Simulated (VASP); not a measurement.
# MnF2 (Fm-3m) in VASP: single point with PBE

Aim: the single point of MnF2 with PBE.

Program: VASP 6.6.1. These are calculated values, not measurements. Logs are shortened: lines on timing, memory, paths and dates and some standing lists are left out, and cuts for length are marked.

## Step 1: The cell of the first run

Symmetry: Fm-3m, No. 225, cubic system. The conventional cell has a = 5.236 Å, b = 5.236 Å, c = 5.236 Å, α = 90.00°, β = 90.00°, γ = 90.00°. Within 3.0 Å of Mn (site symmetry m-3m) lie 8 F at 2.27 Å. Within 3.0 Å of F (site symmetry -43m) lie 4 Mn at 2.27 Å and 6 F at 2.62 Å.

## Step 2: Single point, PBE, collinear spin, ferromagnetic start

Input file POSCAR:

```
MnF2
1.0
    0.0000000000      2.6179783000      2.6179783000
    2.6179783000      0.0000000000      2.6179783000
    2.6179783000      2.6179783000      0.0000000000
Mn F
1 2
Direct
    0.0000000000      0.0000000000      0.0000000000
    0.2500000000      0.2500000000      0.2500000000
    0.7500000000      0.7500000000      0.7500000000
```

Input file INCAR.step1:

```
SYSTEM = MnF2
PREC     = Accurate       ! precision mode
ENCUT    = 520            ! plane-wave cutoff, eV
EDIFF    = 1E-6           ! SCF threshold, eV
ISMEAR   = 0              ! smearing method
SIGMA    = 0.02           ! smearing width, eV
LREAL    = .False.        ! projectors in reciprocal space
LASPH    = .True.         ! aspherical terms in the spheres
NELM     = 150            ! most SCF steps
ALGO     = Normal         ! electronic algorithm
ISIF     = 2              ! what is computed and relaxed
LWAVE    = .False.        ! write WAVECAR
LCHARG   = .True.         ! write CHGCAR
ISPIN    = 2              ! spin polarisation
MAGMOM   = 4.79 0 0       ! initial moments
LMAXMIX  = 4              ! l up to which the mixer works
GGA      = PE             ! functional
NBANDS   = 24             ! bands
```

Input file KPOINTS.step1:

```
regular mesh
0
Gamma
  10 10 10
  0 0 0
```

Input file INCAR.step2:

```
SYSTEM = MnF2
PREC     = Accurate       ! precision mode
ENCUT    = 520            ! plane-wave cutoff, eV
EDIFF    = 1E-6           ! SCF threshold, eV
ISMEAR   = -5             ! smearing method
SIGMA    = 0.02           ! smearing width, eV
LREAL    = .False.        ! projectors in reciprocal space
LASPH    = .True.         ! aspherical terms in the spheres
NELM     = 150            ! most SCF steps
ALGO     = Normal         ! electronic algorithm
ISIF     = 2              ! what is computed and relaxed
LWAVE    = .False.        ! write WAVECAR
LCHARG   = .False.        ! write CHGCAR
ISPIN    = 2              ! spin polarisation
MAGMOM   = 4.79 0 0       ! initial moments
LORBIT   = 11             ! projections on sites
LMAXMIX  = 4              ! l up to which the mixer works
GGA      = PE             ! functional
NBANDS   = 24             ! bands
NEDOS    = 2001           ! points of the DOS
ICHARG   = 11             ! starting density
```

Input file KPOINTS.step2:

```
regular mesh
0
Gamma
  15 15 15
  0 0 0
```

Potentials or basis: VASP PAW PBE potentials, release 64 (Mn_pv, F).

Run with:

```sh
$ cat potpaw_PBE.64/Mn_pv/POTCAR potpaw_PBE.64/F/POTCAR > POTCAR
$ cp INCAR.step1 INCAR
$ cp KPOINTS.step1 KPOINTS
$ mpirun -np 1 vasp_std > vasp.out
$ cp INCAR.step2 INCAR
$ cp KPOINTS.step2 KPOINTS
$ mpirun -np 1 vasp_std > vasp.out
```

OUTCAR:

```text
SYSTEM = MnF2
   PREC = Accurate
   ENCUT = 520
   EDIFF = 1E-6
   ISMEAR = -5
   LREAL = .False.
   LASPH = .True.
   NELM = 150
   ISIF = 2
   ISPIN = 2
   LORBIT = 11
   GGA = PE
   ICHARG = 11

 ion  position               nearest neighbor table
   1  0.000  0.000  0.000-   3 2.27   3 2.27   3 2.27   2 2.27   3 2.27   2 2.27   2 2.27   2 2.27

   2  0.250  0.250  0.250-   1 2.27   1 2.27   1 2.27   1 2.27
   3  0.750  0.750  0.750-   1 2.27   1 2.27   1 2.27   1 2.27

  LATTYP: Found a face centered cubic cell.
 ALAT       =     5.2359566000

  Lattice vectors:

 A1 = (   0.0000000000,   2.6179783000,   2.6179783000)
 A2 = (   2.6179783000,   0.0000000000,   2.6179783000)
 A3 = (   2.6179783000,   2.6179783000,   0.0000000000)

Analysis of symmetry for initial positions (statically):
=====================================================================
 Subroutine PRICEL returns:
 Original cell was already a primitive cell.

 Routine SETGRP: Setting up the symmetry group for a
 face centered cubic supercell.

 Subroutine GETGRP returns: Found 48 space group operations
 (whereof 48 operations were pure point group operations)
 out of a pool of 48 trial point group operations.

The static configuration has the point symmetry O_h .

Analysis of symmetry for dynamics (positions and initial velocities):
=====================================================================
 Subroutine PRICEL returns:
 Original cell was already a primitive cell.

 Routine SETGRP: Setting up the symmetry group for a
 face centered cubic supercell.

 Subroutine GETGRP returns: Found 48 space group operations
 (whereof 48 operations were pure point group operations)
 out of a pool of 48 trial point group operations.

The dynamic configuration has the point symmetry O_h .

Analysis of structural, dynamic, and magnetic symmetry:
=====================================================================
 Subroutine PRICEL returns:
 Original cell was already a primitive cell.

 Routine SETGRP: Setting up the symmetry group for a
 face centered cubic supercell.

 Subroutine GETGRP returns: Found 48 space group operations
 (whereof 48 operations were pure point group operations)
 out of a pool of 48 trial point group operations.

The overall configuration has the point symmetry O_h .

 Subroutine INISYM returns: Found 48 space group operations
 (whereof 48 operations are pure point group operations),
 and found     1 'primitive' translations

----------------------------------------------------------------------------------------

                                     Primitive cell

  volume of cell :      35.8863

  direct lattice vectors                    reciprocal lattice vectors
     0.000000000  2.617978300  2.617978300    -0.190987068  0.190987068  0.190987068
     2.617978300  0.000000000  2.617978300     0.190987068 -0.190987068  0.190987068
     2.617978300  2.617978300  0.000000000     0.190987068  0.190987068 -0.190987068

  length of vectors
     3.702380418  3.702380418  3.702380418     0.330799306  0.330799306  0.330799306

  position of ions in fractional coordinates (direct lattice)
     0.000000000  0.000000000  0.000000000
     0.250000000  0.250000000  0.250000000
     0.750000000  0.750000000  0.750000000

  ion indices of the primitive-cell ions
   primitive index   ion index
                 1           1
                 2           2
                 3           3

----------------------------------------------------------------------------------------

 KPOINTS: regular mesh

Automatic generation of k-mesh.
 Grid dimensions read from file:
 generate k-points for:   15   15   15

 Generating k-lattice:

  Cartesian coordinates                     Fractional coordinates (reciprocal lattice)
    -0.012732471  0.012732471  0.012732471     0.066666667  0.000000000  0.000000000
     0.012732471 -0.012732471  0.012732471     0.000000000  0.066666667  0.000000000
     0.012732471  0.012732471 -0.012732471     0.000000000  0.000000000  0.066666667

  Length of vectors
     0.022053287  0.022053287  0.022053287

  Shift w.r.t. Gamma in fractional coordinates (k-lattice)
     0.000000000  0.000000000  0.000000000

 TETIRR: Found    484 inequivalent tetrahedra from    20250

 Subroutine IBZKPT returns following result:
 ===========================================

 Found    120 irreducible k-points:

 Following reciprocal coordinates:
            Coordinates               Weight
  0.000000  0.000000  0.000000      1.000000
  0.066667  0.000000  0.000000      8.000000
  0.133333  0.000000  0.000000      8.000000
  0.200000  0.000000  0.000000      8.000000
  0.266667  0.000000  0.000000      8.000000
  0.333333  0.000000  0.000000      8.000000
[... 16 lines left out ...]
  0.133333  0.133333  0.000000      6.000000
  0.200000  0.133333  0.000000     24.000000
 [... further k-points ...]
   k-points           NKPTS =    120   k-points in BZ     NKDIM =    120   number of bands    NBANDS=     24
   number of dos      NEDOS =   2001   number of ions     NIONS =      3
   total plane-waves  NPLWV =  21952
   dimension x,y,z NGX =    28 NGY =   28 NGZ =   28
   dimension x,y,z NGXF=    56 NGYF=   56 NGZF=   56
   ions per type =               1   2
   NGX,Y,Z   is equivalent  to a cutoff of  12.57, 12.57, 12.57 a.u.
   NGXF,Y,Z  is equivalent  to a cutoff of  25.15, 25.15, 25.15 a.u.
 SYSTEM =  MnF2
   PREC   = accura    normal or accurate (medium, high low for compatibility)
   ISTART =      0    job   : 0-new  1-cont  2-samecut
   ICHARG =     11    charge: 1-file 2-atom 10-const
   ISPIN  =      2    spin polarized calculation?
   LNONCOLLINEAR =      F non collinear calculations
   LSORBIT =      F    spin-orbit coupling
   LASPH  =      T    aspherical Exc in radial PAW
   ENCUT  =  520.0 eV  38.22 Ry    6.18 a.u.   6.88  6.88  6.88*2*pi/ulx,y,z
   NELM   =    150;   NELMIN=  2; NELMDL=  0     # of ELM steps
   EDIFF  = 0.1E-05   stopping-criterion for ELM
   LREAL  =      F    real-space projection
   EDIFFG = 0.1E-04   stopping-criterion for IOM
   NSW    =      0    number of steps for IOM
   IBRION =     -1    ionic relax: 0-MD 1-quasi-New 2-CG
   NFREE  =      0    steps in history (QN), initial steepest desc. (CG)
   ISIF   =      2    stress and relaxation
   ISYM   =      2    0-nonsym 1-usesym 2-fastsym
   POTIM  = 0.5000    time-step for ionic-motion
   TEBEG  =    0.0;   TEEND  =   0.0 temperature during run
   PSTRESS=    0.0 pullay stress
   NELECT =      27.0000    total number of electrons
   NUPDOWN=      -1.0000    fix difference up-down
   EMIN   =  10.00;   EMAX   =-10.00  energy-range for DOS
   EFERMI =   0.00;   METHOD = LEGACY
   ISMEAR =    -5;   SIGMA  =   0.02  broadening in eV -4-tet -1-fermi 0-gaus
   EFERMI_NEDOS =   21; number of points for ismear=-14 and -15
   IALGO  =     38    algorithm
   IMIX   =      4    mixing-type and parameters
     AMIX     =   0.40;   BMIX     =  1.00
     AMIX_MAG =   1.60;   BMIX_MAG =  1.00
  volume/ion in A,a.u.               =      11.96        80.72
  Fermi-wavevector in a.u.,A,eV,Ry     =   1.488973  2.813750 30.164653  2.217039
  Thomas-Fermi vector in A             =   2.601940
   LORBIT       =     11    0 simple, 1 ext, 2 COOP (PROOUT), +10 PAW based schemes
   GGA     = PE    functional components
   LHFCALC =     F    Hartree Fock is set to
   AEXX    =    0.0000 exact exchange contribution
   IVDW    =     0    specifies the selected vdW correction
   LEPSILON=     F    determine dielectric tensor
   LRPA    =     F    only Hartree local field effects (RPA)
 spin polarized calculation
 Fermi weights with tetrahedron method with Bloechl corrections
  energy-cutoff  :      520.00
  volume of cell :       35.89
 maximum number of plane-waves:       982

 number of electron      27.0000011 magnetization       4.9999927

 Free energy of the ion-electron system (eV)
  ---------------------------------------------------
  ext. energy  EPLUGINS =         0.00000000
  ---------------------------------------------------
  free energy    TOTEN  =       -19.49358004 eV

  energy without entropy =      -19.49358004  energy(sigma->0) =      -19.49358004

 E-fermi :   3.2363     XC(G=0): -10.3426

 val. band max:        3.2166971526   @ k =   0.0000   0.0000   0.0000
 cond. band min:       5.1627481090   @ k =   0.0000   0.0000   0.0000
 fundamental gap:      1.9460509564
 Fermi energy:         3.2362960979

 spin component 1

 k-point     1 :       0.0000    0.0000    0.0000
  band No.  band energies     occupation
      1     -46.1672      1.00000
      2     -46.1672      1.00000
      3     -46.1672      1.00000
      4     -20.4805      1.00000
      5     -19.1880      1.00000
      6      -2.8579      1.00000
[... 16 lines left out ...]
     23      21.0134      0.00000
     24      25.1049      0.00000

 k-point     2 :       0.0667    0.0000    0.0000
  band No.  band energies     occupation
      1     -46.1676      1.00000
      2     -46.1673      1.00000
      3     -46.1673      1.00000
      4     -20.4639      1.00000
      5     -19.2022      1.00000
      6      -2.8365      1.00000
[... 586 lines left out ...]
 k-point    24 :       0.2000    0.1333    0.0000
  band No.  band energies     occupation
      1     -46.1699      1.00000
      2     -46.1680      1.00000
      3     -46.1680      1.00000
      4     -20.3404      1.00000
      5     -19.3038      1.00000
      6      -2.7921      1.00000
[... 16 lines left out ...]
     23      22.6736      0.00000
     24      24.0063      0.00000

 [... further k-points ...]

 spin component 2

 k-point     1 :       0.0000    0.0000    0.0000
  band No.  band energies     occupation
      1     -41.1651      1.00000
      2     -41.1651      1.00000
      3     -41.1651      1.00000
      4     -20.3020      1.00000
      5     -19.0274      1.00000
      6      -2.2490      1.00000
[... 16 lines left out ...]
     23      22.0326      0.00000
     24      25.7304      0.00000

 k-point     2 :       0.0667    0.0000    0.0000
  band No.  band energies     occupation
      1     -41.1657      1.00000
      2     -41.1652      1.00000
      3     -41.1652      1.00000
      4     -20.2855      1.00000
      5     -19.0412      1.00000
      6      -2.2307      1.00000
[... 586 lines left out ...]
 k-point    24 :       0.2000    0.1333    0.0000
  band No.  band energies     occupation
      1     -41.1692      1.00000
      2     -41.1663      1.00000
      3     -41.1662      1.00000
      4     -20.1634      1.00000
      5     -19.1405      1.00000
      6      -2.2576      1.00000
[... 16 lines left out ...]
     23      23.7833      0.00000
     24      24.6434      0.00000

 [... further k-points ...]

------------------------ aborting loop because EDIFF is reached ----------------------------------------

  FORCE on cell =-STRESS in cart. coord.  units (eV):
  Direction    XX          YY          ZZ          XY          YZ          ZX
  --------------------------------------------------------------------------------------
  -------------------------------------------------------------------------------------
  Total       -0.0407662     -0.0407662     -0.0407662      0.0000000      0.0000000      0.0000000
  in kB       -1.8200493     -1.8200493     -1.8200493      0.0000000      0.0000000      0.0000000
  external PRESSURE =      -1.8200493 kB  Pullay stress =       0.0000000 kB

 VOLUME and BASIS-vectors are now :
 -----------------------------------------------------------------------------
  energy-cutoff  :      520.00
  volume of cell :       35.89
      direct lattice vectors                 reciprocal lattice vectors
     0.000000000  2.617978300  2.617978300    -0.190987068  0.190987068  0.190987068
     2.617978300  0.000000000  2.617978300     0.190987068 -0.190987068  0.190987068
     2.617978300  2.617978300  0.000000000     0.190987068  0.190987068 -0.190987068

 POSITION                                       TOTAL-FORCE (eV/Angst)
 -----------------------------------------------------------------------------------
      0.00000      0.00000      0.00000        -0.000000     -0.000000     -0.000000
      1.30899      1.30899      1.30899        -0.000000     -0.000000      0.000000
      3.92697      3.92697      3.92697         0.000000      0.000000      0.000000
 -----------------------------------------------------------------------------------
    total drift:                                0.000000     -0.000000      0.000000

  FREE ENERGIE OF THE ION-ELECTRON SYSTEM (eV)
  ---------------------------------------------------
  free  energy   TOTEN  =       -19.4935800407 eV

  energy  without entropy=      -19.4935800407  energy(sigma->0) =      -19.49358004

 total charge

# of ion       s       p       d       tot
------------------------------------------
    1        0.138   6.111   4.910  11.160
    2        1.737   4.357   0.000   6.095
    3        1.737   4.357   0.000   6.095
--------------------------------------------------
tot          3.613  14.826   4.910  23.349

 magnetization (x)

# of ion       s       p       d       tot
------------------------------------------
    1        0.020   0.018   4.573   4.612
    2        0.007   0.075   0.000   0.082
    3        0.007   0.075   0.000   0.082
--------------------------------------------------
tot          0.035   0.168   4.573   4.776
```

It took 4.4 min on 1 thread of Oxide Virtual Turin-like, shared host; peak memory 0.23 GiB.

What came out:

```
Net moment                                            : 5.00 μB per cell
Site moments                                          : Mn +4.61; F +0.08 μB
Valence electrons inside the program's atomic spheres : Mn 11.16; F 6.09
```

Caveat: a cell with one magnetic atom can't hold antiferromagnetic order, which such compounds often take.
